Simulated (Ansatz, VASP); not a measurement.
Al2Cl2F in VASP and in Ansatz

INCAR

```
SYSTEM = Al2Cl2F
  ALGO = Normal
  EDIFF = 1E-7
  EDIFFG = -0.04
  ENCUT = 600
  GGA = PE
  IBRION = 2
  ISIF = 3
  ISMEAR = 0
  LASPH = .True.
  LCHARG = .False.
  LREAL = .False.
  LWAVE = .False.
  NELM = 100
  NSW = 90
  PREC = Accurate
  SIGMA = 0.1
```

The input KPOINTS:

```
k-points
0
Gamma
  6 6 6
  0 0 0
```

The input POSCAR:

```
Al2Cl2F
1.0
    2.3178870100      1.3382326900      5.1719113300
   -2.3178870100      1.3382326900      5.1719113300
    0.0000000000     -2.6764653800      5.1719113300
Al Cl F
2 2 1
Direct
    0.9008751900      0.9008751900      0.9008751900
    0.0991248100      0.0991248100      0.0991248100
    0.3607480400      0.3607480400      0.3607480400
    0.6392519600      0.6392519600      0.6392519600
    0.0000000000      0.0000000000      0.0000000000
```

Input for Ansatz:

```yaml
crystal:
  lattice:
    - [2.31788701, 1.33823269, 5.17191133]
    - [-2.31788701, 1.33823269, 5.17191133]
    - [0.0, -2.67646538, 5.17191133]
  atoms:
    - { symbol: Al, position: [0.90087519, 0.90087519, 0.90087519] }
    - { symbol: Al, position: [0.09912481, 0.09912481, 0.09912481] }
    - { symbol: Cl, position: [0.36074804, 0.36074804, 0.36074804] }
    - { symbol: Cl, position: [0.63925196, 0.63925196, 0.63925196] }
    - { symbol: F, position: [0.0, 0.0, 0.0] }
basis:
  ecutwfc: 420
kpoints:
  mp_grid: { grid: [6, 6, 6] }
hamiltonian:
  xc: pbe
scf:
  occupations: { method: gaussian, width: 0.1 }
  lower_state_search: "off"
output:
  forces: true
  stress: true
  eigenvalues: true
relax:
  adjacent_minimum: "off"
  f_tol: 0.04
  max_steps: 70
  cell: { stress_tol: 0.4 }
```

Alike in both runs: task relaxation of cell and atoms; functional PBE; k mesh 6 × 6 × 6; occupations gaussian, width 0.1 eV; no spin polarisation.

|  | VASP | Ansatz |
| --- | --- | --- |
| version | VASP 6.6.1 | Ansatz 0.2.0 |
| potentials or method | VASP PAW PBE potentials, release 64 (Al, Cl, F), cutoff 600 eV | scalar-relativistic, plane waves, PAW |
| valence electrons in the cell | 27 | 27 |

```tsv
	VASP	Ansatz	Ansatz less VASP
gap on the k mesh at the Fermi level, each at its own relaxed structure (eV)	none	none	-
relaxed volume (Å³/atom)	19.40	19.42	+0.023
relaxed cell length with the largest relative difference (Å)	6.342	6.336	-0.0059
```

A gap of «none» marks a metal or a gap that the smearing closes.
